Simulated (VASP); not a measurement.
Runs of VASP 6.6.1 on La3AsPt2. The structure is that of space group P6/mmm (No. 191), or close to it. The cells are those of the table. The cell was generated, and may not be a known phase.

| task | cell | k mesh | cutoff (eV) | gap on the mesh (eV) | pressure (GPa) |
| --- | --- | --- | --- | --- | --- |
| single point | a = 7.469, b = 7.469, c = 3.981 Å, angles 90.0, 90.0, 120.0°, 6 atoms | 3 × 3 × 6 | 520 | none | 0.0 |
| relaxation of cell and atoms | relaxed from a = 6.634, b = 6.634, c = 3.590 Å, angles 90.0, 90.0, 120.0°, 6 atoms | 3 × 3 × 6 | 600 | none | 0.0 |
| single point | a = 6.634, b = 6.634, c = 3.590 Å, angles 90.0, 90.0, 120.0°, 6 atoms | 3 × 3 × 6 | 520 | none | (a) |
| single point | a = 7.550, b = 7.550, c = 3.920 Å, angles 90.0, 90.0, 120.0°, 6 atoms | 6 × 6 × 10 | 520 | none | -0.1 |

Alike in all rows: level PBE; potentials or basis VASP PAW PBE potentials, release 64 (La, As, Pt); no spin polarisation; smearing gaussian 0.1 eV.

Fill in the values left out.

(a) 37.7.

Caveats: some runs use coarse meshes; spin-orbit coupling is left out, which moves the levels of the heavy elements.

A k mesh can miss the band edges, and the runs leave out spin-orbit coupling on As, La, Pt.

A gap of «none» marks levels without a gap at the run's occupations.
